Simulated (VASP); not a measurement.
# Pd in VASP: single point with PBEsol

Aim: the single point of Pd with PBEsol.

All numbers are computed with VASP 6.6.1; they aren't measurements. Logs are shortened: lines on timing, memory, paths and dates and some standing lists are left out, and cuts for length are marked.

## 1. The cell of the first run

The cell holds a slab with vacuum, 5 atoms: a = 2.742 Å, b = 2.742 Å, c = 24.955 Å, α = 90.00°, β = 90.00°, γ = 120.00°.

## 2. Single point, PBEsol

INCAR

```
  PREC = Accurate
  ENCUT = 520
  EDIFF = 1E-6
  ISMEAR = -1
  SIGMA = 0.08
  LREAL = F
  LASPH = T
  NELM = 100
  ALGO = Normal
  ISIF = 2
  LWAVE = F
  LCHARG = F
  LDIPOL = T
  IDIPOL = 3
  DIPOL = 0.5 0.5 0.500
  GGA = PS
  NBANDS = 33
```

KPOINTS

```
regular mesh
0
Gamma
  14 14 1
```

POSCAR

```
Pd
1.0
    2.7417966102      0.0000000000      0.0000000000
   -1.3708983051      2.3744655164      0.0000000000
    0.0000000000      0.0000000000     24.9547000000
Pd
5
Direct
    0.8333333333      0.1666666667      0.3210532309
    0.1666666667      0.8333333333      0.4107727556
    0.5000000000      0.5000000000      0.5000000006
    0.8333333333      0.1666666667      0.5892272437
    0.1666666667      0.8333333333      0.6789467693
```

Potentials or basis: VASP PAW PBE potentials, release 64 (Pd).

Launch:

```console
$ cat potpaw_PBE.64/Pd/POTCAR > POTCAR
$ mpirun -np 1 vasp_std > vasp.out
```

OUTCAR:

```text
PREC = Accurate
   ENCUT = 520
   EDIFF = 1E-6
   ISMEAR = -1
   LREAL = F
   LASPH = T
   NELM = 100
   ISIF = 2
   GGA = PS

 ion  position               nearest neighbor table
   1  0.833  0.167  0.321-   2 2.74   2 2.74   2 2.74
   2  0.167  0.833  0.411-   3 2.73   3 2.73   3 2.73   1 2.74   1 2.74   1 2.74
   3  0.500  0.500  0.500-   4 2.73   4 2.73   4 2.73   2 2.73   2 2.73   2 2.73
   4  0.833  0.167  0.589-   3 2.73   3 2.73   3 2.73   5 2.74   5 2.74   5 2.74
   5  0.167  0.833  0.679-   4 2.74   4 2.74   4 2.74

  LATTYP: Found a hexagonal cell.
 ALAT       =     2.7417966102
 C/A-ratio  =     9.1015868599

  Lattice vectors:

 A1 = (   2.7417966102,   0.0000000000,   0.0000000000)
 A2 = (  -1.3708983051,   2.3744655164,   0.0000000000)
 A3 = (   0.0000000000,   0.0000000000,  24.9547000000)

Analysis of symmetry for initial positions (statically):
=====================================================================
 Subroutine PRICEL returns:
 Original cell was already a primitive cell.

 Routine SETGRP: Setting up the symmetry group for a
 hexagonal supercell.

 Subroutine GETGRP returns: Found 12 space group operations
 (whereof  4 operations were pure point group operations)
 out of a pool of 24 trial point group operations.

The static configuration has the point symmetry C_2h.
 The point group associated with its full space group is D_3d.

Analysis of symmetry for dynamics (positions and initial velocities):
=====================================================================
 Subroutine PRICEL returns:
 Original cell was already a primitive cell.

 Routine SETGRP: Setting up the symmetry group for a
 hexagonal supercell.

 Subroutine GETGRP returns: Found 12 space group operations
 (whereof  4 operations were pure point group operations)
 out of a pool of 24 trial point group operations.

The dynamic configuration has the point symmetry C_2h.
 The point group associated with its full space group is D_3d.

 Subroutine INISYM returns: Found 12 space group operations
 (whereof  4 operations are pure point group operations),
 and found     1 'primitive' translations

----------------------------------------------------------------------------------------

                                     Primitive cell

  volume of cell :     162.4626

  direct lattice vectors                    reciprocal lattice vectors
     2.741796610  0.000000000  0.000000000     0.364724355  0.210573705  0.000000000
    -1.370898305  2.374465516  0.000000000     0.000000000  0.421147409  0.000000000
     0.000000000  0.000000000 24.954700000     0.000000000  0.000000000  0.040072612

  length of vectors
     2.741796610  2.741796610 24.954700000     0.421147409  0.421147409  0.040072612

  position of ions in fractional coordinates (direct lattice)
     0.833333333  0.166666667  0.321053231
     0.166666667  0.833333333  0.410772756
     0.500000000  0.500000000  0.500000001
     0.833333333  0.166666667  0.589227244
     0.166666667  0.833333333  0.678946769

  ion indices of the primitive-cell ions
   primitive index   ion index
                 1           1
                 2           2
                 3           3
                 4           4
                 5           5

----------------------------------------------------------------------------------------

 KPOINTS: regular mesh

Automatic generation of k-mesh.
 Grid dimensions read from file:
 generate k-points for:   14   14    1

 Generating k-lattice:

  Cartesian coordinates                     Fractional coordinates (reciprocal lattice)
     0.026051740  0.015040979  0.000000000     0.071428571  0.000000000  0.000000000
     0.000000000  0.030081958  0.000000000     0.000000000  0.071428571  0.000000000
     0.000000000  0.000000000  0.040072612     0.000000000  0.000000000  1.000000000

  Length of vectors
     0.030081958  0.030081958  0.040072612

  Shift w.r.t. Gamma in fractional coordinates (k-lattice)
     0.000000000  0.000000000  0.000000000

 Subroutine IBZKPT returns following result:
 ===========================================

 Found     24 irreducible k-points:

 Following reciprocal coordinates:
            Coordinates               Weight
  0.000000  0.000000  0.000000      1.000000
  0.071429  0.000000  0.000000      6.000000
  0.142857  0.000000  0.000000      6.000000
  0.214286  0.000000  0.000000      6.000000
  0.285714  0.000000  0.000000      6.000000
  0.357143  0.000000  0.000000      6.000000
[... 16 lines left out ...]
  0.285714  0.285714  0.000000      6.000000
  0.357143  0.285714  0.000000      6.000000
   k-points           NKPTS =     24   k-points in BZ     NKDIM =     24   number of bands    NBANDS=     33
   number of dos      NEDOS =    301   number of ions     NIONS =      5
   total plane-waves  NPLWV =  76800
   dimension x,y,z NGX =    20 NGY =   20 NGZ =  192
   dimension x,y,z NGXF=    40 NGYF=   40 NGZF=  384
   ions per type =               5
   NGX,Y,Z   is equivalent  to a cutoff of  12.13, 12.13, 12.79 a.u.
   NGXF,Y,Z  is equivalent  to a cutoff of  24.25, 24.25, 25.58 a.u.
 SYSTEM =  unknown system
   PREC   = accura    normal or accurate (medium, high low for compatibility)
   ISTART =      0    job   : 0-new  1-cont  2-samecut
   ICHARG =      2    charge: 1-file 2-atom 10-const
   ISPIN  =      1    spin polarized calculation?
   LNONCOLLINEAR =      F non collinear calculations
   LSORBIT =      F    spin-orbit coupling
   LASPH  =      T    aspherical Exc in radial PAW
   ENCUT  =  520.0 eV  38.22 Ry    6.18 a.u.   5.10  5.10 46.40*2*pi/ulx,y,z
   NELM   =    100;   NELMIN=  2; NELMDL= -5     # of ELM steps
   EDIFF  = 0.1E-05   stopping-criterion for ELM
   LREAL  =      F    real-space projection
   EDIFFG = 0.1E-04   stopping-criterion for IOM
   NSW    =      0    number of steps for IOM
   IBRION =     -1    ionic relax: 0-MD 1-quasi-New 2-CG
   NFREE  =      0    steps in history (QN), initial steepest desc. (CG)
   ISIF   =      2    stress and relaxation
   ISYM   =      2    0-nonsym 1-usesym 2-fastsym
   POTIM  = 0.5000    time-step for ionic-motion
   TEBEG  =    0.0;   TEEND  =   0.0 temperature during run
   PSTRESS=    0.0 pullay stress
   NELECT =      50.0000    total number of electrons
   NUPDOWN=      -1.0000    fix difference up-down
   EMIN   =  10.00;   EMAX   =-10.00  energy-range for DOS
   EFERMI =   0.00;   METHOD = LEGACY
   ISMEAR =    -1;   SIGMA  =   0.08  broadening in eV -4-tet -1-fermi 0-gaus
   EFERMI_NEDOS =   21; number of points for ismear=-14 and -15
   IALGO  =     38    algorithm
   IMIX   =      4    mixing-type and parameters
     AMIX     =   0.40;   BMIX     =  1.00
     AMIX_MAG =   1.60;   BMIX_MAG =  1.00
  volume/ion in A,a.u.               =      32.49       219.27
  Fermi-wavevector in a.u.,A,eV,Ry     =   1.105300  2.088715 16.622089  1.221689
  Thomas-Fermi vector in A             =   2.241786
   LORBIT       =      0    0 simple, 1 ext, 2 COOP (PROOUT), +10 PAW based schemes
   GGA     = PS    functional components
   LHFCALC =     F    Hartree Fock is set to
   AEXX    =    0.0000 exact exchange contribution
   IVDW    =     0    specifies the selected vdW correction
   LEPSILON=     F    determine dielectric tensor
   LRPA    =     F    only Hartree local field effects (RPA)
 non-spin polarized calculation
  energy-cutoff  :      520.00
  volume of cell :      162.46
 maximum number of plane-waves:      4401
   NGX = 11   NGY = 11   NGZ = 93

 number of electron      50.0000004 magnetization

 dipolmoment           0.000000      0.000000      0.000000 electrons x Angstroem

 Free energy of the ion-electron system (eV)
  ---------------------------------------------------
  ext. energy  EPLUGINS =         0.00000000
  ---------------------------------------------------
  free energy    TOTEN  =       -28.54111348 eV

  energy without entropy =      -28.30056655  energy(sigma->0) =      -28.42084002

 E-fermi :   1.4674     XC(G=0):  -6.7087

 val. band max:        1.4585596448   @ k =   0.3571   0.1429   0.0000
 cond. band min:       1.4798262820   @ k =   0.2857   0.0000   0.0000
 fundamental gap:      0.0212666372
 Fermi energy:         1.4673897885

 k-point     1 :       0.0000    0.0000    0.0000
  band No.  band energies     occupation
      1      -5.5773      2.00000
      2      -4.7170      2.00000
      3      -4.0162      2.00000
      4      -3.7226      2.00000
      5      -3.6350      2.00000
      6      -1.5215      2.00000
[... 25 lines left out ...]
     32       6.6456      0.00000
     33       7.0018      0.00000

 k-point     2 :       0.0714    0.0000    0.0000
  band No.  band energies     occupation
      1      -5.4139      2.00000
      2      -4.5597      2.00000
      3      -3.8761      2.00000
      4      -3.5787      2.00000
      5      -3.4963      2.00000
      6      -1.6537      2.00000
[... 25 lines left out ...]
     32       6.7797      0.00000
     33       7.1461      0.00000

 k-point     3 :       0.1429    0.0000    0.0000
  band No.  band energies     occupation
      1      -4.9540      2.00000
      2      -4.1345      2.00000
      3      -3.5172      2.00000
      4      -3.2026      2.00000
      5      -3.1328      2.00000
      6      -2.0023      2.00000
[... 25 lines left out ...]
     32       7.1780      0.00000
     33       7.5805      0.00000

 k-point     4 :       0.2143    0.0000    0.0000
  band No.  band energies     occupation
      1      -4.3167      2.00000
      2      -3.6400      2.00000
      3      -3.2193      2.00000
      4      -2.8746      2.00000
      5      -2.7091      2.00000
      6      -2.4160      2.00000
[... 25 lines left out ...]
     32       7.8274      0.00000
     33       8.3058      0.00000

 k-point     5 :       0.2857    0.0000    0.0000
  band No.  band energies     occupation
      1      -3.7984      2.00000
      2      -3.4435      2.00000
      3      -3.2589      2.00000
      4      -2.9671      2.00000
      5      -2.8496      2.00000
      6      -2.5520      2.00000
[... 604 lines left out ...]
 k-point    22 :       0.3571    0.2143    0.0000
  band No.  band energies     occupation
      1      -3.3415      2.00000
      2      -3.0936      2.00000
      3      -2.9414      2.00000
      4      -2.7888      2.00000
      5      -2.5679      2.00000
      6      -2.4862      2.00000
[... 25 lines left out ...]
     32       9.5348      0.00000
     33      10.0297      0.00000

 k-point    23 :       0.2857    0.2857    0.0000
  band No.  band energies     occupation
      1      -3.0862      2.00000
      2      -3.0404      2.00000
      3      -2.7515      2.00000
      4      -2.5837      2.00000
      5      -2.4017      2.00000
      6      -2.3346      2.00000
[... 25 lines left out ...]
     32       9.7850      0.00000
     33      10.2004      0.00000

 k-point    24 :       0.3571    0.2857    0.0000
  band No.  band energies     occupation
      1      -3.0721      2.00000
      2      -2.8477      2.00000
      3      -2.7548      2.00000
      4      -2.5539      2.00000
      5      -2.5257      2.00000
      6      -2.3109      2.00000
[... 25 lines left out ...]
     32       9.4567      0.00000
     33       9.8762      0.00000

------------------------ aborting loop because EDIFF is reached ----------------------------------------

 vacuum level on the upper side and lower side of the slab       (xc-potential included)        -0.211        -0.211

  FORCE on cell =-STRESS in cart. coord.  units (eV):
  Direction    XX          YY          ZZ          XY          YZ          ZX
  --------------------------------------------------------------------------------------
  -------------------------------------------------------------------------------------
  Total       -2.3253217     -2.3253217     -0.1657645      0.0000000      0.0000000      0.0000000
  in kB      -22.9319068    -22.9319068     -1.6347398      0.0000000      0.0000000      0.0000000
  external PRESSURE =     -15.8328512 kB  Pullay stress =       0.0000000 kB

 VOLUME and BASIS-vectors are now :
 -----------------------------------------------------------------------------
  energy-cutoff  :      520.00
  volume of cell :      162.46
      direct lattice vectors                 reciprocal lattice vectors
     2.741796610  0.000000000  0.000000000     0.364724355  0.210573705  0.000000000
    -1.370898305  2.374465516  0.000000000     0.000000000  0.421147409  0.000000000
     0.000000000  0.000000000 24.954700000     0.000000000  0.000000000  0.040072612

 POSITION                                       TOTAL-FORCE (eV/Angst)
 -----------------------------------------------------------------------------------
      2.05635      0.39574      8.01179        -0.000000      0.000000      0.015476
     -0.68545      1.97872     10.25071         0.000000      0.000000     -0.003126
      0.68545      1.18723     12.47735         0.000000     -0.000000      0.000000
      2.05635      0.39574     14.70399         0.000000     -0.000000      0.003126
     -0.68545      1.97872     16.94291        -0.000000      0.000000     -0.015476
 -----------------------------------------------------------------------------------
    total drift:                                0.000000     -0.000000      0.000005

  FREE ENERGIE OF THE ION-ELECTRON SYSTEM (eV)
  ---------------------------------------------------
  free  energy   TOTEN  =       -28.5411134833 eV

  energy  without entropy=      -28.3005665542  energy(sigma->0) =      -28.42084002

 vacuum level on the upper side and lower side of the slab         6.689         6.689
```

Wall time 2.5 min (1 thread of Intel Xeon 6975P-C (Granite Rapids), shared host); peak memory 0.3 GiB.

Results:

| Property | Result |
| --- | --- |
| Free energy | -28.5411 eV |
| Largest force | 0.015 eV/Å |
| Band gap on the k mesh | zero (band 25 reaches 1.80 eV, above the bottom of band 26 at 0.85 eV) |

Forces on the atoms (eV/Å):
```
Pd   0.000  0.000  0.015
Pd   0.000  0.000 -0.003
Pd   0.000  0.000  0.000
Pd   0.000  0.000  0.003
Pd   0.000  0.000 -0.015
```

Levels at points of the mesh, in eV from the Fermi level:
```
           k point  band 21  band 22  band 23  band 24  band 25  band 26  band 27  band 28  band 29  band 30
(0.00, 0.00, 0.00)    -1.26    -1.16    -1.16    -0.80    -0.80    -0.32    -0.32    -0.07    -0.07     0.60
(0.50, 0.00, 0.00)     0.01     0.06     0.16     0.32     0.34     1.59     2.78     3.53     3.59     3.82
```

Caveat: the PAW data sets were made with another functional, which shifts forces and pressure a little.
